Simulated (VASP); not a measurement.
Si2Mo, 3 atoms in the cell. The structure is tetragonal, space group I4/mmm (No. 139). Conventional cell: a = 3.135 Å, b = 3.135 Å, c = 7.701 Å, α = 90.00°, β = 90.00°, γ = 90.00°. Within 3.4 Å of Mo (site symmetry 4/mmm) lie 10 Si at 2.56 Å and 4 Mo at 3.13 Å. Within 3.4 Å of Si (site symmetry 4mm) lie 9 Si at 2.56 to 3.13 Å and 5 Mo at 2.56 Å.  This cell differs from its parent crystal: volume scaled by 0.94.

* Program: VASP 6.6.1
* Task: single point
* Functional: LDA
* Potentials or basis: VASP PAW LDA potentials, release 64 (Mo_sv, Si)
* Cutoff: 520 eV
* k mesh: 12 × 12 × 12
* Occupations: fermi-dirac, width 0.05 eV
* Spin: no spin polarisation
* Dipole correction: no
* Further INCAR settings: ALGO = Normal; EDIFF = 1e-06; NBANDS = 18

Potentials or basis: VASP PAW LDA potentials, release 64 (Mo_sv, Si).

Command:

```sh
$ cat potpaw_LDA.64/Mo_sv/POTCAR potpaw_LDA.64/Si/POTCAR > POTCAR
$ mpirun -np 1 vasp_std > vasp.out
```

Hardware: 1 thread of Intel(R) Xeon(R) 6975P-C (Granite Rapids) (shared host).

Q: Estimate the wall time of this run.

A: It took 52 s on 1 thread of Intel(R) Xeon(R) 6975P-C (Granite Rapids), on a shared host, peak memory 0.24 GiB. Counts: scf iterations 12, k points 163.
